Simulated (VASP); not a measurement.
# Rh (P6_3/mmc) in VASP: a series of runs

The runs below take Rh through single point, with r2SCAN.

All numbers are computed with VASP 6.6.1; they aren't measurements. Logs are shortened: lines on timing, memory, paths and dates and some standing lists are left out, and cuts for length are marked.

## 1. The cell of the first run

Symmetry: P6_3/mmc, No. 194, hexagonal system. The conventional cell has a = 2.560 Å, b = 2.560 Å, c = 8.361 Å, α = 90.00°, β = 90.00°, γ = 120.00°. Rh (site symmetry -3m) has 12 Rh at 2.56 Å within 3.4 Å. Rh (site symmetry -6m2) has 12 Rh at 2.56 Å within 3.4 Å.

## 2. Single point, r2SCAN

POSCAR

```
Rh
1.0
    2.5599801643      0.0000000000      0.0000000000
   -1.2799900822      2.2170078555      0.0000000000
    0.0000000000      0.0000000000      8.3607644514
Rh
4
Direct
    0.0000000000      0.0000000000      0.0000000000
    0.3333333333      0.6666666667      0.2500000000
    0.0000000000      0.0000000000      0.5000000000
    0.6666666667      0.3333333333      0.7500000000
```

INCAR.step1

```
SYSTEM = Rh
  PREC = Accurate
  ENCUT = 520
  ISMEAR = 0
  SIGMA = 0.1
  LREAL = .FALSE.
  LASPH = .TRUE.
  NELM = 100
  NBANDS = 38
  GGA = PE
  ALGO = Normal
  EDIFF = 1E-4
  LWAVE = .TRUE.
  LCHARG = .FALSE.
```

INCAR.step2

```
SYSTEM = Rh
  PREC = Accurate
  ENCUT = 520
  EDIFF = 1E-6
  ISMEAR = 0
  SIGMA = 0.1
  LREAL = .FALSE.
  LASPH = .TRUE.
  NELM = 100
  ALGO = Normal
  ISIF = 2
  LWAVE = .FALSE.
  LCHARG = .FALSE.
  METAGGA = R2SCAN
  LMIXTAU = .TRUE.
  NBANDS = 38
  ISTART = 1
```

KPOINTS

```
regular mesh
0
G
  18 18 6
  0 0 0
```

Potentials or basis: VASP PAW PBE potentials, release 64 (Rh_pv).

Command:

```sh
$ cat potpaw_PBE.64/Rh_pv/POTCAR > POTCAR
$ cp INCAR.step1 INCAR
$ mpirun -np 1 vasp_std > vasp.out
$ cp INCAR.step2 INCAR
$ mpirun -np 1 vasp_std > vasp.out
```

OUTCAR:

```text
SYSTEM = Rh
   PREC = Accurate
   ENCUT = 520
   EDIFF = 1E-6
   ISMEAR = 0
   LREAL = .FALSE.
   LASPH = .TRUE.
   NELM = 100
   ISIF = 2
   METAGGA = R2SCAN
   ISTART = 1

 ion  position               nearest neighbor table
   1  0.000  0.000  0.000-   2 2.56   4 2.56   4 2.56   2 2.56   4 2.56   2 2.56
   2  0.333  0.667  0.250-   1 2.56   3 2.56   1 2.56   3 2.56   1 2.56   3 2.56
   3  0.000  0.000  0.500-   2 2.56   4 2.56   4 2.56   2 2.56   4 2.56   2 2.56
   4  0.667  0.333  0.750-   1 2.56   3 2.56   1 2.56   3 2.56   1 2.56   3 2.56

  LATTYP: Found a hexagonal cell.
 ALAT       =     2.5599801643
 C/A-ratio  =     3.2659489194

  Lattice vectors:

 A1 = (   2.5599801643,   0.0000000000,   0.0000000000)
 A2 = (  -1.2799900822,   2.2170078555,   0.0000000000)
 A3 = (   0.0000000000,   0.0000000000,   8.3607644514)

Analysis of symmetry for initial positions (statically):
=====================================================================
 Subroutine PRICEL returns:
 Original cell was already a primitive cell.

 Routine SETGRP: Setting up the symmetry group for a
 hexagonal supercell.

 Subroutine GETGRP returns: Found 24 space group operations
 (whereof 12 operations were pure point group operations)
 out of a pool of 24 trial point group operations.

The static configuration has the point symmetry D_3d.
 The point group associated with its full space group is D_6h.

Analysis of symmetry for dynamics (positions and initial velocities):
=====================================================================
 Subroutine PRICEL returns:
 Original cell was already a primitive cell.

 Routine SETGRP: Setting up the symmetry group for a
 hexagonal supercell.

 Subroutine GETGRP returns: Found 24 space group operations
 (whereof 12 operations were pure point group operations)
 out of a pool of 24 trial point group operations.

The dynamic configuration has the point symmetry D_3d.
 The point group associated with its full space group is D_6h.

 Subroutine INISYM returns: Found 24 space group operations
 (whereof 12 operations are pure point group operations),
 and found     1 'primitive' translations

----------------------------------------------------------------------------------------

                                     Primitive cell

  volume of cell :      47.4515

  direct lattice vectors                    reciprocal lattice vectors
     2.559980164  0.000000000  0.000000000     0.390628027  0.225529196  0.000000000
    -1.279990082  2.217007855  0.000000000     0.000000000  0.451058393  0.000000000
     0.000000000  0.000000000  8.360764451     0.000000000  0.000000000  0.119606288

  length of vectors
     2.559980164  2.559980164  8.360764451     0.451058393  0.451058393  0.119606288

  position of ions in fractional coordinates (direct lattice)
     0.000000000  0.000000000  0.000000000
     0.333333333  0.666666667  0.250000000
     0.000000000  0.000000000  0.500000000
     0.666666667  0.333333333  0.750000000

  ion indices of the primitive-cell ions
   primitive index   ion index
                 1           1
                 2           2
                 3           3
                 4           4

----------------------------------------------------------------------------------------

 KPOINTS: regular mesh

Automatic generation of k-mesh.
 Grid dimensions read from file:
 generate k-points for:   18   18    6

 Generating k-lattice:

  Cartesian coordinates                     Fractional coordinates (reciprocal lattice)
     0.021701557  0.012529400  0.000000000     0.055555556  0.000000000  0.000000000
     0.000000000  0.025058800  0.000000000     0.000000000  0.055555556  0.000000000
     0.000000000  0.000000000  0.019934381     0.000000000  0.000000000  0.166666667

  Length of vectors
     0.025058800  0.025058800  0.019934381

  Shift w.r.t. Gamma in fractional coordinates (k-lattice)
     0.000000000  0.000000000  0.000000000

 Subroutine IBZKPT returns following result:
 ===========================================

 Found    148 irreducible k-points:

 Following reciprocal coordinates:
            Coordinates               Weight
  0.000000  0.000000  0.000000      1.000000
  0.055556 -0.000000  0.000000      6.000000
  0.111111 -0.000000  0.000000      6.000000
  0.166667 -0.000000  0.000000      6.000000
  0.222222 -0.000000  0.000000      6.000000
  0.277778 -0.000000  0.000000      6.000000
[... 16 lines left out ...]
  0.333333  0.111111  0.000000     12.000000
  0.388889  0.111111  0.000000     12.000000
 [... further k-points ...]
   k-points           NKPTS =    148   k-points in BZ     NKDIM =    148   number of bands    NBANDS=     38
   number of dos      NEDOS =    301   number of ions     NIONS =      4
   total plane-waves  NPLWV =  25600
   dimension x,y,z NGX =    20 NGY =   20 NGZ =   64
   dimension x,y,z NGXF=    40 NGYF=   40 NGZF=  128
   ions per type =               4
   NGX,Y,Z   is equivalent  to a cutoff of  12.99, 12.99, 12.73 a.u.
   NGXF,Y,Z  is equivalent  to a cutoff of  25.98, 25.98, 25.45 a.u.
 SYSTEM =  Rh
   PREC   = accura    normal or accurate (medium, high low for compatibility)
   ISTART =      1    job   : 0-new  1-cont  2-samecut
   ICHARG =      0    charge: 1-file 2-atom 10-const
   ISPIN  =      1    spin polarized calculation?
   LNONCOLLINEAR =      F non collinear calculations
   LSORBIT =      F    spin-orbit coupling
   LASPH  =      T    aspherical Exc in radial PAW
   ENCUT  =  520.0 eV  38.22 Ry    6.18 a.u.   4.76  4.76 15.55*2*pi/ulx,y,z
   NELM   =    100;   NELMIN=  2; NELMDL=  0     # of ELM steps
   EDIFF  = 0.1E-05   stopping-criterion for ELM
   LREAL  =      F    real-space projection
   EDIFFG = 0.1E-04   stopping-criterion for IOM
   NSW    =      0    number of steps for IOM
   IBRION =     -1    ionic relax: 0-MD 1-quasi-New 2-CG
   NFREE  =      0    steps in history (QN), initial steepest desc. (CG)
   ISIF   =      2    stress and relaxation
   ISYM   =      2    0-nonsym 1-usesym 2-fastsym
   POTIM  = 0.5000    time-step for ionic-motion
   TEBEG  =    0.0;   TEEND  =   0.0 temperature during run
   PSTRESS=    0.0 pullay stress
   NELECT =      60.0000    total number of electrons
   NUPDOWN=      -1.0000    fix difference up-down
   EMIN   =  10.00;   EMAX   =-10.00  energy-range for DOS
   EFERMI =   0.00;   METHOD = LEGACY
   ISMEAR =     0;   SIGMA  =   0.10  broadening in eV -4-tet -1-fermi 0-gaus
   EFERMI_NEDOS =   21; number of points for ismear=-14 and -15
   IALGO  =     38    algorithm
   IMIX   =      4    mixing-type and parameters
     AMIX     =   0.40;   BMIX     =  1.00
     AMIX_MAG =   1.60;   BMIX_MAG =  1.00
  volume/ion in A,a.u.               =      11.86        80.05
  Fermi-wavevector in a.u.,A,eV,Ry     =   1.770280  3.345344 42.639182  3.133891
  Thomas-Fermi vector in A             =   2.837102
   LORBIT       =      0    0 simple, 1 ext, 2 COOP (PROOUT), +10 PAW based schemes
   METAGGA = R2SCAN    functional components
   LHFCALC =     F    Hartree Fock is set to
   AEXX    =    0.0000 exact exchange contribution
   IVDW    =     0    specifies the selected vdW correction
   LEPSILON=     F    determine dielectric tensor
   LRPA    =     F    only Hartree local field effects (RPA)
 non-spin polarized calculation
 Gauss-broadening in eV      SIGMA  =   0.10
  energy-cutoff  :      520.00
  volume of cell :       47.45
 maximum number of plane-waves:      1304
 NGX is ok and might be reduce to    20
   NGX =  9   NGY =  9   NGZ = 31

 number of electron      59.9999998 magnetization

 Free energy of the ion-electron system (eV)
  ---------------------------------------------------
  ext. energy  EPLUGINS =         0.00000000
  ---------------------------------------------------
  free energy    TOTEN  =       -95.17556396 eV

  energy without entropy =      -95.15312938  energy(sigma->0) =      -95.16434667

 E-fermi :  14.7023     XC(G=0): -16.3335

 val. band max:       14.6901965095   @ k =   0.3333   0.0000   0.3333
 cond. band min:      14.7030013968   @ k =   0.1667   0.1111   0.3333
 fundamental gap:      0.0128048873
 Fermi energy:        14.7023281031

 k-point     1 :       0.0000    0.0000    0.0000
  band No.  band energies     occupation
      1     -34.6751      2.00000
      2     -34.0549      2.00000
      3     -34.0364      2.00000
      4     -33.5582      2.00000
      5     -33.5582      2.00000
      6     -33.4867      2.00000
[... 30 lines left out ...]
     37      25.4356      0.00000
     38      29.9833      0.00000

 k-point     2 :       0.0556   -0.0000    0.0000
  band No.  band energies     occupation
      1     -34.6624      2.00000
      2     -34.0576      2.00000
      3     -34.0399      2.00000
      4     -33.5886      2.00000
      5     -33.5678      2.00000
      6     -33.5097      2.00000
[... 30 lines left out ...]
     37      25.4031      0.00000
     38      30.1883      0.00000

 k-point     3 :       0.1111   -0.0000    0.0000
  band No.  band energies     occupation
      1     -34.6252      2.00000
      2     -34.0692      2.00000
      3     -34.0547      2.00000
      4     -33.6740      2.00000
      5     -33.5951      2.00000
      6     -33.5747      2.00000
[... 30 lines left out ...]
     37      25.3102      0.00000
     38      30.7312      0.00000

 k-point     4 :       0.1667   -0.0000    0.0000
  band No.  band energies     occupation
      1     -34.5662      2.00000
      2     -34.1005      2.00000
      3     -34.0953      2.00000
      4     -33.8002      2.00000
      5     -33.6800      2.00000
      6     -33.6359      2.00000
[... 30 lines left out ...]
     37      25.1753      0.00000
     38      31.3601      0.00000
[... 703 lines left out ...]
      4     -34.2361      2.00000
      5     -34.1898      2.00000
      6     -33.8494      2.00000
[... 30 lines left out ...]
     37      25.0880      0.00000
     38      27.5286      0.00000

 k-point    23 :       0.3333    0.1111    0.0000
  band No.  band energies     occupation
      1     -34.5365      2.00000
      2     -34.4993      2.00000
      3     -34.3427      2.00000
      4     -34.2909      2.00000
      5     -34.1530      2.00000
      6     -33.8849      2.00000
[... 30 lines left out ...]
     37      25.9341      0.00000
     38      26.3907      0.00000

 k-point    24 :       0.3889    0.1111    0.0000
  band No.  band energies     occupation
      1     -34.6057      2.00000
      2     -34.5592      2.00000
      3     -34.4134      2.00000
      4     -34.3539      2.00000
      5     -34.0565      2.00000
      6     -33.9102      2.00000
[... 30 lines left out ...]
     37      26.1875      0.00000
     38      26.2123      0.00000

 [... further k-points ...]
[... 5 lines left out ...]
  --------------------------------------------------------------------------------------
  -------------------------------------------------------------------------------------
  Total       18.4622532     18.4622532     18.4589576     -0.0000000      0.0000000      0.0000000
  in kB      623.3693772    623.3693772    623.2581044     -0.0000000      0.0000000      0.0000000
  external PRESSURE =     623.3322863 kB  Pullay stress =       0.0000000 kB

 VOLUME and BASIS-vectors are now :
 -----------------------------------------------------------------------------
  energy-cutoff  :      520.00
  volume of cell :       47.45
      direct lattice vectors                 reciprocal lattice vectors
     2.559980164  0.000000000  0.000000000     0.390628027  0.225529196  0.000000000
    -1.279990082  2.217007855  0.000000000     0.000000000  0.451058393  0.000000000
     0.000000000  0.000000000  8.360764451     0.000000000  0.000000000  0.119606288

 POSITION                                       TOTAL-FORCE (eV/Angst)
 -----------------------------------------------------------------------------------
      0.00000      0.00000      0.00000        -0.000000      0.000000      0.000000
     -0.00000      1.47801      2.09019         0.000000     -0.000000     -0.000000
      0.00000      0.00000      4.18038        -0.000000      0.000000      0.000000
      1.27999      0.73900      6.27057        -0.000000      0.000000      0.000000
 -----------------------------------------------------------------------------------
    total drift:                                0.000000     -0.000000      0.000000

  FREE ENERGIE OF THE ION-ELECTRON SYSTEM (eV)
  ---------------------------------------------------
  free  energy   TOTEN  =       -95.1755639607 eV

  energy  without entropy=      -95.1531293824  energy(sigma->0) =      -95.16434667
```

Wall time 13 min (1 thread of Intel Xeon Platinum 8488C (Sapphire Rapids), shared host); peak memory 0.31 GiB.

What came out:

```yaml
Free_energy: -95.1756 eV
Pressure: 62.3 GPa
Band_gap_on_the_k_mesh: zero (band 30 reaches 15.81 eV, above the bottom of band 31 at 13.15 eV)
```

Levels at points of the mesh, in eV from the Fermi level:
| k point | band 27 | band 28 | band 29 | band 30 | band 31 | band 32 | band 33 | band 34 |
| --- | --- | --- | --- | --- | --- | --- | --- | --- |
| (0.00, 0.00, 0.00) | -3.44 | -1.93 | -1.93 | -1.16 | -1.16 | -0.46 | -0.46 | 0.55 |
| (0.50, 0.00, 0.00) | 0.74 | 0.79 | 0.88 | 1.11 | 1.13 | 1.18 | 1.39 | 2.63 |
| (0.00, 0.00, 0.50) | -1.52 | -1.52 | -1.52 | -1.52 | -1.33 | -1.33 | 0.09 | 0.09 |
| (0.50, 0.00, 0.50) | -0.18 | -0.18 | 0.78 | 0.78 | 1.08 | 1.08 | 3.53 | 3.53 |

Caveat: the PAW data sets were made with another functional, which shifts forces and pressure a little.

(Continued in part 2 of 2.)
